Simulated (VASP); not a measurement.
HgTe: relaxation of cell and atoms with PBE

Crystal: HgTe.

```
Hg Te
1.0
     4.06204    0.00000    0.00000
     0.00000    4.06204    0.00000
     0.00000    0.00000    3.32378
Hg Te
1 1
Direct
  0.50000 0.50000 0.00000
  0.00000 0.00000 0.50000
```

```json
{"Program": "VASP 6.6.1", "Task": "relaxation of cell and atoms", "Functional": "PBE", "Potentials or basis": "VASP PAW PBE potentials, release 64 (Hg, Te)", "Cutoff": "600 eV", "k mesh": "4 × 4 × 6", "Occupations": "gaussian, width 0.1 eV", "Spin": "no spin polarisation", "Dipole correction": "no", "Further INCAR settings": "ALGO = Normal; EDIFF = 1e-07; IBRION = 2; EDIFFG = -0.04; NSW = 90; ISIF = 3"}
```

```
Relaxed volume                        : 27.68 Å³/atom
Relaxed cell                          : a = 3.888 Å, b = 3.888 Å, c = 3.663 Å, α = 90.00°, β = 90.00°, γ = 90.00°
Space group after relaxing (to 0.1 Å) : P4/mmm (No. 123)
Energy gained by relaxing             : 25.5 meV/atom
Ionic steps                           : 11
Pressure after relaxing               : -0.1 GPa
Band gap on the k mesh                : zero (bands 9 and 10 overlap by 2.31 eV)
```

Step by step:
```
step  energy change (eV)  largest force (eV/Å)  pressure (GPa)  volume (Å³)
   1              0.0000                0.0000            1.37        54.84
   2             -0.0085                0.0000           -0.27        56.73
   3             -0.0085                0.0000           -0.20        56.64
   4             -0.0125                0.0000           -0.37        56.66
   5             -0.0271                0.0000           -0.68        56.68
   6             -0.0453                0.0000           -0.94        56.61
   7             -0.0468                0.0000           -0.97        56.57
   8             -0.0497                0.0000           -0.57        55.99
   9             -0.0501                0.0000           -0.35        55.68
  10             -0.0507                0.0000           -0.24        55.55
  11             -0.0511                0.0000           -0.10        55.36
```

Final structure:
```
Hg Te
1.0
     3.88756    0.00000    0.00000
     0.00000    3.88756    0.00000
     0.00000    0.00000    3.66323
Hg Te
1 1
Direct
  0.50000 0.50000 0.00000
  0.00000 0.00000 0.50000
```

Levels at points of the mesh, in eV from the Fermi level:
| k point | band 6 | band 7 | band 8 | band 9 | band 10 | band 11 | band 12 | band 13 |
| --- | --- | --- | --- | --- | --- | --- | --- | --- |
| (0.00, 0.00, 0.00) | -5.90 | -2.16 | -1.12 | -1.12 | -0.25 | 5.55 | 5.94 | 9.45 |
| (0.50, 0.00, 0.00) | -5.88 | -5.28 | 0.39 | 1.01 | 2.56 | 3.18 | 5.28 | 6.13 |
| (0.50, 0.50, 0.00) | -5.65 | -3.99 | -3.99 | -2.92 | 1.00 | 7.30 | 7.30 | 7.84 |
| (0.00, 0.00, 0.50) | -5.93 | -5.00 | 0.56 | 0.56 | 2.15 | 2.84 | 5.52 | 5.52 |
| (0.50, 0.00, 0.50) | -5.67 | -4.05 | -3.76 | -2.50 | 0.46 | 6.41 | 6.59 | 7.60 |
| (0.50, 0.50, 0.50) | -5.64 | -1.77 | -1.32 | -1.32 | -0.93 | 1.34 | 1.46 | 1.46 |

Wall time 2.8 min on 1 thread of Intel Xeon 8259CL, with other jobs on the host, peak memory 0.2 GiB.

Caveat: the k points lie up to 0.40 Å⁻¹ apart in the final cell, too coarse for converged energies and pressures of a metal; spin-orbit coupling is left out, which moves the levels of the heavy elements.
